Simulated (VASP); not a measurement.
# Au (Fm-3m) in VASP: a series of runs, part 2 of 2

VASP 6.6.1. Earlier steps stand in the parts before.

## Step 4: Single point, LDA

INCAR

```
SYSTEM = Au
PREC = Accurate
ENCUT = 520
EDIFF = 1E-6
ISMEAR = 1
SIGMA = 0.3
LREAL = .False.
LASPH = .True.
NELM = 100
ALGO = Normal
ISIF = 2
LWAVE = .False.
LCHARG = .True.
LELF = .True.
LVHAR = .True.
NBANDS = 12
```

KPOINTS

```
regular mesh
0
Gamma
  13 13 13
  0 0 0
```

POSCAR

```
Au
1.0
    0.0000000000      2.0229622709      2.0229622709
    2.0229622709      0.0000000000      2.0229622709
    2.0229622709      2.0229622709      0.0000000000
Au
1
Direct
    0.0000000000      0.0000000000      0.0000000000
```

Potentials or basis: VASP PAW LDA potentials, release 64 (Au).

The run is started by

```console
cat potpaw_LDA.64/Au/POTCAR > POTCAR
mpirun -np 1 vasp_std > vasp.out
```

OUTCAR:

```text
SYSTEM = Au
   PREC = Accurate
   ENCUT = 520
   EDIFF = 1E-6
   ISMEAR = 1
   LREAL = .False.
   LASPH = .True.
   NELM = 100
   ISIF = 2

 ion  position               nearest neighbor table
   1  0.000  0.000  0.000-

  LATTYP: Found a face centered cubic cell.
 ALAT       =     4.0459245418

  Lattice vectors:

 A1 = (   0.0000000000,   2.0229622709,   2.0229622709)
 A2 = (   2.0229622709,   0.0000000000,   2.0229622709)
 A3 = (   2.0229622709,   2.0229622709,   0.0000000000)

Analysis of symmetry for initial positions (statically):
=====================================================================
 Subroutine PRICEL returns:
 Original cell was already a primitive cell.

 Routine SETGRP: Setting up the symmetry group for a
 face centered cubic supercell.

 Subroutine GETGRP returns: Found 48 space group operations
 (whereof 48 operations were pure point group operations)
 out of a pool of 48 trial point group operations.

The static configuration has the point symmetry O_h .

Analysis of symmetry for dynamics (positions and initial velocities):
=====================================================================
 Subroutine PRICEL returns:
 Original cell was already a primitive cell.

 Routine SETGRP: Setting up the symmetry group for a
 face centered cubic supercell.

 Subroutine GETGRP returns: Found 48 space group operations
 (whereof 48 operations were pure point group operations)
 out of a pool of 48 trial point group operations.

The dynamic configuration has the point symmetry O_h .

 Subroutine INISYM returns: Found 48 space group operations
 (whereof 48 operations are pure point group operations),
 and found     1 'primitive' translations

----------------------------------------------------------------------------------------

                                     Primitive cell

  volume of cell :      16.5574

  direct lattice vectors                    reciprocal lattice vectors
     0.000000000  2.022962271  2.022962271    -0.247162296  0.247162296  0.247162296
[... 112 lines left out ...]
   IVDW    =     0    specifies the selected vdW correction
   LEPSILON=     F    determine dielectric tensor
   LRPA    =     F    only Hartree local field effects (RPA)
 non-spin polarized calculation
 Methfessel and Paxton  Order N= 1 SIGMA  =   0.30
  energy-cutoff  :      520.00
  volume of cell :       16.56
 maximum number of plane-waves:       459
 NGX is ok and might be reduce to    24
   NGX = 11   NGY = 11   NGZ = 11

 number of electron      10.9999999 magnetization

 Free energy of the ion-electron system (eV)
  ---------------------------------------------------
  ext. energy  EPLUGINS =         0.00000000
  ---------------------------------------------------
  free energy    TOTEN  =        -4.44870233 eV

  energy without entropy =       -4.44994515  energy(sigma->0) =       -4.44911660

 E-fermi :   9.8740     XC(G=0): -13.1516

 val. band max:        9.8357883903   @ k =   0.4615   0.3077   0.0000
 cond. band min:      10.1044254402   @ k =  -0.3077   0.2308   0.0000
 fundamental gap:      0.2686370499
 Fermi energy:         9.8740177609

 k-point     1 :       0.0000    0.0000    0.0000
  band No.  band energies     occupation
      1      -0.4429      2.00000
      2       4.9057      2.00000
      3       4.9057      2.00000
      4       4.9057      2.00000
      5       6.5231      2.00000
      6       6.5231      2.00000
      7      24.2239      0.00000
      8      28.3438      0.00000
      9      28.3438      0.00000
     10      28.3438      0.00000
     11      33.4683      0.00000
     12      38.3715      0.00000
[... 331 lines left out ...]
 k-point    24 :       0.4615    0.1538    0.0000
  band No.  band energies     occupation
      1       2.7010      2.00000
      2       4.5729      2.00000
      3       5.3999      2.00000
      4       5.4468      2.00000
      5       7.8311      2.00000
      6       9.4424      2.06056
      7      15.1211     -0.00000
      8      24.0777      0.00000
      9      25.2572      0.00000
     10      26.1490      0.00000
     11      34.9383      0.00000
     12      36.0037      0.00000

 [... further k-points ...]

------------------------ aborting loop because EDIFF is reached ----------------------------------------

  FORCE on cell =-STRESS in cart. coord.  units (eV):
  Direction    XX          YY          ZZ          XY          YZ          ZX
  --------------------------------------------------------------------------------------
  -------------------------------------------------------------------------------------
  Total        0.0414087      0.0414087      0.0414087      0.0000000      0.0000000     -0.0000000
  in kB        4.0069054      4.0069054      4.0069054      0.0000000      0.0000000     -0.0000000
  external PRESSURE =       4.0069054 kB  Pullay stress =       0.0000000 kB

 VOLUME and BASIS-vectors are now :
 -----------------------------------------------------------------------------
  energy-cutoff  :      520.00
  volume of cell :       16.56
      direct lattice vectors                 reciprocal lattice vectors
     0.000000000  2.022962271  2.022962271    -0.247162296  0.247162296  0.247162296
     2.022962271  0.000000000  2.022962271     0.247162296 -0.247162296  0.247162296
     2.022962271  2.022962271  0.000000000     0.247162296  0.247162296 -0.247162296

 POSITION                                       TOTAL-FORCE (eV/Angst)
 -----------------------------------------------------------------------------------
      0.00000      0.00000      0.00000         0.000000      0.000000      0.000000
 -----------------------------------------------------------------------------------
    total drift:                               -0.000000      0.000000     -0.000000

  FREE ENERGIE OF THE ION-ELECTRON SYSTEM (eV)
  ---------------------------------------------------
  free  energy   TOTEN  =        -4.4487023285 eV

  energy  without entropy=       -4.4499451502  energy(sigma->0) =       -4.44911660
```

OSZICAR:

```text
N       E                     dE             d eps       ncg     rms          rms(c)
DAV:   1     0.491809954875E+02    0.49181E+02   -0.55812E+03  2064   0.818E+02
DAV:   2    -0.405764068606E+01   -0.53239E+02   -0.50189E+02  2348   0.190E+02
DAV:   3    -0.477823176480E+01   -0.72059E+00   -0.72008E+00  2400   0.212E+01
DAV:   4    -0.478050791607E+01   -0.22762E-02   -0.22761E-02  2388   0.137E+00
DAV:   5    -0.478052361107E+01   -0.15695E-04   -0.15694E-04  2496   0.109E-01    0.105E+01
DAV:   6    -0.447681421951E+01    0.30371E+00   -0.80035E-01  2172   0.719E+00    0.641E+00
DAV:   7    -0.445220134490E+01    0.24613E-01   -0.71343E-02  2384   0.211E+00    0.293E+00
DAV:   8    -0.444870656688E+01    0.34948E-02   -0.21724E-03  2224   0.472E-01    0.283E-01
DAV:   9    -0.444870195583E+01    0.46111E-05   -0.97980E-06  2416   0.292E-02    0.138E-02
DAV:  10    -0.444870232846E+01   -0.37264E-06   -0.94757E-07  2096   0.707E-03
   1 F= -.44487023E+01 E0= -.44491166E+01  d E =0.124282E-02
```

Wall time 14 s (1 thread of Intel Xeon 8259CL, shared host); peak memory 0.14 GiB.

Results:

- Free energy: -4.4487 eV
- Pressure: 0.4 GPa

Levels at points of the mesh, in eV from the Fermi level:
| k point | band 3 | band 4 | band 5 | band 6 | band 7 | band 8 | band 9 | band 10 |
| --- | --- | --- | --- | --- | --- | --- | --- | --- |
| (0.00, 0.00, 0.00) | -4.97 | -4.97 | -3.35 | -3.35 | 14.35 | 18.47 | 18.47 | 18.47 |

Caveat: spin-orbit coupling is left out, which moves the levels of the heavy elements.

## Step 5: Summary

```csv
smearing,gap on the mesh (eV),pressure (GPa)
methfessel-paxton 0.1 eV,none,0.4
methfessel-paxton 0.2 eV,none,0.4
methfessel-paxton 0.3 eV,none,0.4
```

Alike in all rows: task single point; level LDA; potentials or basis VASP PAW LDA potentials, release 64 (Au); no spin polarisation; cell as given; k mesh 13 × 13 × 13; cutoff (eV) 520.

Every run on the cell as given and a fine mesh finds a metal.

Caveats: spin-orbit coupling is left out, which moves the levels of the heavy elements.

Total energies depend on the potentials used, so only differences within one code and one set of settings carry meaning.
